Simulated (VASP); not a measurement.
# TlBr: single point with HSE06

Crystal: TlBr.

```
Tl Br
1.0
     3.94619    0.00000    0.00000
     0.00000    3.94619    0.00000
     0.00000    0.00000    3.94619
Tl Br
1 1
Direct
  0.00000 0.00000 0.00000
  0.50000 0.50000 0.50000
```

```yaml
Program: VASP 6.6.1
Task: single point
Functional: HSE06
Potentials_or_basis: VASP PAW PBE potentials, release 64 (Tl_d, Br)
Cutoff: 400 eV
k_mesh: 4 × 4 × 4
Occupations: gaussian, width 0.01 eV
Spin: no spin polarisation
Dipole_correction: no
Grid_for_exact_exchange_PRECFOCK: Normal
Further_INCAR_settings: ALGO = Normal; EDIFF = 1e-06; NBANDS = 17
Screening_parameter: 0.2079 1/Å
```

```json
{
  "Pressure": "1.6 GPa",
  "Band gap on the k mesh": "2.47 eV, direct"
}
```

Levels at points of the mesh, in eV from the valence-band top:
| k point | band 6 | band 7 | band 8 | band 9 | band 10 | band 11 | band 12 | band 13 | band 14 | band 15 |
| --- | --- | --- | --- | --- | --- | --- | --- | --- | --- | --- |
| (0.00, 0.00, 0.00) | -11.32 | -4.91 | -1.74 | -1.74 | -1.74 | 7.75 | 7.75 | 8.38 | 8.38 | 8.38 |
| (0.50, 0.00, 0.00) | -11.32 | -6.20 | -1.19 | -1.19 | 0.00 | 2.47 | 6.66 | 6.66 | 8.78 | 11.37 |
| (0.50, 0.50, 0.00) | -11.26 | -3.92 | -3.54 | -3.54 | -1.09 | 5.75 | 5.75 | 8.55 | 8.55 | 11.44 |
| (0.50, 0.50, 0.50) | -11.26 | -2.74 | -2.45 | -2.45 | -2.45 | 2.70 | 2.70 | 2.70 | 14.14 | 14.14 |

It took 4.6 min on 1 thread of Intel(R) Xeon(R) Platinum 8375C CPU @ 2.90GHz (Ice Lake), on a shared host, peak memory 0.26 GiB.

Caveat: the PAW data sets were made with another functional, which shifts forces and pressure a little; spin-orbit coupling is left out, which moves the levels of the heavy elements. A k mesh can miss the band edges.
